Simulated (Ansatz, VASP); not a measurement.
# Ag: VASP beside Ansatz

```
Ag
1.0
     2.79788    0.00000    0.00000
    -1.39894    2.42303    0.00000
     0.00000    0.00000    4.53716
Ag
2
Direct
  0.33333 0.66667 0.25000
  0.66667 0.33333 0.75000
```

Alike in both runs: task single point; functional PBEsol; k mesh 14 × 14 × 8; occupations fermi-dirac, width 0.1 eV; no spin polarisation.

|  | VASP | Ansatz |
| --- | --- | --- |
| version | VASP 6.6.1 | Ansatz 0.2.0 |
| potentials or method | VASP PAW PBE potentials, release 64 (Ag), cutoff 520 eV | plane waves (420 eV) with PAW, scalar-relativistic |
| valence electrons in the cell | 22 | 38 |

|  | VASP | Ansatz | Ansatz less VASP |
| --- | --- | --- | --- |
| pressure (GPa) | 11.9 | 12.3 | +0.36 |
| traceless stress, the component that is largest in VASP (GPa) | 0.98 | 1.00 | +0.022 |

VASP's potentials were made for PBE, not for PBEsol, and Ansatz warns of the same on its side. The functional is the same, so the differences come from potentials, cutoffs and numerics. VASP's potentials hold 22 valence electrons a cell and Ansatz's 38, so a difference there can come from the potentials and not from the codes.
